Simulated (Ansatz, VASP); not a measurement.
# Na3ScTe in VASP and in Ansatz

INCAR

```
SYSTEM = Na3ScTe
PREC = Accurate
ENCUT = 600
EDIFF = 1E-6
ISMEAR = 0
SIGMA = 0.1
LREAL = .FALSE.
LASPH = .TRUE.
NELM = 100
ALGO = Normal
ISIF = 3
LWAVE = .FALSE.
LCHARG = .FALSE.
GGA = PE
IBRION = 2
NSW = 90
EDIFFG = -0.04
```

KPOINTS

```
Automatic mesh
0
G
  4 4 4
  0 0 0
```

File POSCAR:

```
Na3ScTe
1.0
    4.6405933300      0.0000000000      0.0000000000
    0.0000000000      4.6405933300      0.0000000000
    0.0000000000      0.0000000000      4.7969608000
Na Sc Te
3 1 1
Direct
    0.5000000000      0.0000000000      0.0263094300
    0.0000000000      0.0000000000      0.4318092100
    0.0000000000      0.5000000000      0.0263094300
    0.5000000000      0.5000000000      0.5027112200
    0.0000000000      0.0000000000      0.0128607100
```

Input for Ansatz:

```yaml
crystal:
  lattice:
    - [4.64059333, 0.0, 0.0]
    - [0.0, 4.64059333, 0.0]
    - [0.0, 0.0, 4.7969608]
  atoms:
    - { symbol: Na, position: [0.5, 0.0, 0.02630943] }
    - { symbol: Na, position: [0.0, 0.0, 0.43180921] }
    - { symbol: Na, position: [0.0, 0.5, 0.02630943] }
    - { symbol: Sc, position: [0.5, 0.5, 0.50271122] }
    - { symbol: Te, position: [0.0, 0.0, 0.01286071] }
basis:
  ecutwfc: 420
kpoints:
  mp_grid: { grid: [4, 4, 4] }
hamiltonian:
  xc: pbe
scf:
  occupations: { method: gaussian, width: 0.1 }
  lower_state_search: "off"
output:
  forces: true
  stress: true
  eigenvalues: true
relax:
  adjacent_minimum: "off"
  f_tol: 0.04
  max_steps: 70
  cell: { stress_tol: 0.4 }
```

Alike in both runs: task relaxation of cell and atoms; functional PBE; k mesh 4 × 4 × 4; occupations gaussian, width 0.1 eV; no spin polarisation.

|  | VASP | Ansatz |
| --- | --- | --- |
| version | VASP 6.6.1 | Ansatz 0.2.0 |
| potentials or method | VASP PAW PBE potentials, release 64 (Na_pv, Sc_sv, Te), cutoff 600 eV | scalar-relativistic, plane waves, PAW |
| valence electrons in the cell | 38 | 54 |

Ansatz gave:

* gap on the k mesh at the Fermi level, each at its own relaxed structure (eV): none
* relaxed volume (Å³/atom): 32.00
* relaxed cell length with the largest relative difference (Å): 8.989

Problem. What did VASP give for the same quantities?

Solution. gap on the k mesh at the Fermi level, each at its own relaxed structure (eV): none; relaxed volume (Å³/atom): 29.14; relaxed cell length with the largest relative difference (Å): 8.118.

A gap of «none» marks a metal or a gap that the smearing closes. One of these differences is far larger than is usual between the two programs; its cause wasn't traced. VASP's potentials hold 38 valence electrons a cell and Ansatz's 54, so a difference there can come from the potentials and not from the codes.

Neither program's run includes spin-orbit coupling. Noted on VASP's run: the volume moved by over 15 % at a fixed basis, so the end points are rough.
